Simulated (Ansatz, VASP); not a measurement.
## One calculation of Ir, two programs

```
Ir
1.0
     2.69471    0.00000    0.00000
    -1.34735    2.33369    0.00000
     0.00000    0.00000   26.00110
Ir
6
Direct
  0.66667 0.33333 0.28845
  0.33333 0.66667 0.37307
  0.00000 0.00000 0.45769
  0.66667 0.33333 0.54231
  0.33333 0.66667 0.62693
  0.00000 0.00000 0.71155
```

Alike in both runs: task single point; functional LDA; k mesh 15 × 15 × 1; occupations gaussian, width 0.1 eV; no spin polarisation.

|  | VASP | Ansatz |
| --- | --- | --- |
| version | VASP 6.6.1 | Ansatz 0.2.0 |
| potentials or method | VASP PAW LDA potentials, release 64 (Ir), cutoff 400 eV | scalar-relativistic, plane waves, PAW |
| valence electrons in the cell | 54 | 102 |

|  | VASP | Ansatz | Ansatz less VASP |
| --- | --- | --- | --- |
| gap on the k mesh at the Fermi level (eV) | none | none | - |
| rms of the force components (eV/Å) | 0.206 | 0.231 | +0.0248 |

LDA's correlation is that of Perdew and Zunger in VASP and of Perdew and Wang (1992) in Ansatz. Atom by atom the forces differ by 0.035 eV/Å (rms over components). A gap of «none» marks a metal or a gap that the smearing closes. VASP's potentials hold 54 valence electrons a cell and Ansatz's 102, so a difference there can come from the potentials and not from the codes. Ansatz's warnings: xc potential rough in thin density.

Spin-orbit coupling is off throughout.
